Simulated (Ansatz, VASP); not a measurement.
## Sb2Br4O: VASP beside Ansatz

Contents of INCAR:

```
ALGO = Normal
EDIFF = 1E-6
ENCUT = 520
GGA = PE
ISIF = 2
ISMEAR = 1
ISPIN = 2
LASPH = True
LCHARG = False
LORBIT = 11
LREAL = False
LWAVE = False
MAGMOM = 0.5 4 -0.5 -0.5 -4 -1 1
NBANDS = 35
NELM = 150
PREC = Accurate
SIGMA = 0.2699
```

File KPOINTS:

```
k-points
0
Gamma
  4 4 4
```

Contents of POSCAR:

```
Sb2Br4O
1.0
    0.0000000000      4.8928780000      0.0000000000
    4.8928780000      0.0000000000      0.0000000000
    2.4464390000      2.4464390000     -8.5816650000
Br O Sb
4 1 2
Direct
    0.3275100000      0.3275100000      0.3449800000
    0.6724900000      0.6724900000      0.6550200000
    0.5000000000      0.0000000000      0.0000000000
    0.0000000000      0.5000000000      0.0000000000
    0.5000000000      0.5000000000      0.0000000000
    0.1368000000      0.1368000000      0.7264000000
    0.8632000000      0.8632000000      0.2736000000
```

Input for Ansatz:

```yaml
crystal:
  lattice:
    - [0.0, 4.892878, 0.0]
    - [4.892878, 0.0, 0.0]
    - [2.446439, 2.446439, -8.581665]
  atoms:
    - { symbol: Br, position: [0.32751, 0.32751, 0.34498], spin: 0.5 }
    - { symbol: Br, position: [0.67249, 0.67249, 0.65502], spin: 4.0 }
    - { symbol: O, position: [0.5, 0.5, 0.0], spin: -4.0 }
    - { symbol: Sb, position: [0.1368, 0.1368, 0.7264], spin: -1.0 }
    - { symbol: Sb, position: [0.8632, 0.8632, 0.2736], spin: 1.0 }
    - { symbol: Br, position: [0.5, 0.0, 0.0], spin: -0.5 }
    - { symbol: Br, position: [0.0, 0.5, 0.0], spin: -0.5 }
  symmetry: { tolerance: 0.0003 }
kpoints:
  mp_grid: { grid: [4, 4, 4], shift: [0, 0, 0] }
magnetization:
  spin_polarized: true
scf:
  occupations: { method: cold, width: 0.2699 }
  initial_density: { chi_scale: 0.0 }
  convergence: { dr2_threshold: 1.0e-08 }
hamiltonian:
  pseudopotentials: { kind: paw }
  xc: pbe
basis:
  ecutwfc: 420
output:
  forces: true
  stress: true
  eigenvalues: true
  write_density: true
  write_potential: true
  elf: true
  volumetric_format: npy
```

Alike in both runs: task single point; functional PBE; k mesh 4 × 4 × 4; collinear spin.

```csv
,VASP,Ansatz
version,VASP 6.6.1,Ansatz 0.2.0
potentials or method,"VASP PAW PBE potentials, release 64 (Br, O, Sb), cutoff 520 eV",PAW plane waves
occupations,"methfessel-paxton of order 1, width 0.2699 eV","cold, width 0.2699 eV"
valence electrons in the cell,44,64
```

|  | VASP | Ansatz | Ansatz less VASP |
| --- | --- | --- | --- |
| gap on the k mesh at the Fermi level (eV) | none | none | - |
| pressure (GPa) | -5.4 | -5.4 | +0.07 |
| rms of the force components (eV/Å) | 0.280 | 0.272 | -0.0079 |
| net moment per atom (μB) | 0.06 | 0.04 | -0.016 |
| size of the moment on the site where the two differ most (μB) | 0.29 | 0.25 | -0.038 |

Site moments also hang on the region over which each program counts them. A gap of «none» marks a metal or a gap that the smearing closes. VASP's potentials hold 44 valence electrons a cell and Ansatz's 64, so a difference there can come from the potentials and not from the codes. Ansatz's warnings: seeded moment not kept, stability check not made, stress scf threshold loose.

Neither program's run includes spin-orbit coupling.
